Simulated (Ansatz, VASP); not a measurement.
**Two plane-wave programs on Re**

```xyz
2
Lattice="2.7392 0.0000 0.0000 -1.3696 2.3722 0.0000 0.0000 0.0000 4.4119" Properties=species:S:1:pos:R:3 pbc="T T T"
Re    0.0000    1.5815    1.1030
Re    1.3696    0.7907    3.3089
```

Alike in both runs: task single point; functional LDA; k mesh 11 × 11 × 6; occupations fermi-dirac, width 0.1 eV; no spin polarisation.

|  | VASP | Ansatz |
| --- | --- | --- |
| version | VASP 6.6.1 | Ansatz 0.2.0 |
| potentials or method | VASP PAW LDA potentials, release 64 (Re), cutoff 600 eV | plane waves (420 eV) with PAW, scalar-relativistic |
| valence electrons in the cell | 14 | 30 |

```csv
,VASP,Ansatz,Ansatz less VASP
pressure (GPa),1.7,0.1,-1.67
"traceless stress, the component that is largest in VASP (GPa)",0.31,0.44,+0.132
```

Ansatz warns that its potentials were made for another functional, while VASP's fit it. LDA's correlation is that of Perdew and Zunger in VASP and of Perdew and Wang (1992) in Ansatz. VASP's potentials hold 14 valence electrons a cell and Ansatz's 30, so a difference there can come from the potentials and not from the codes.

Neither program's run includes spin-orbit coupling.
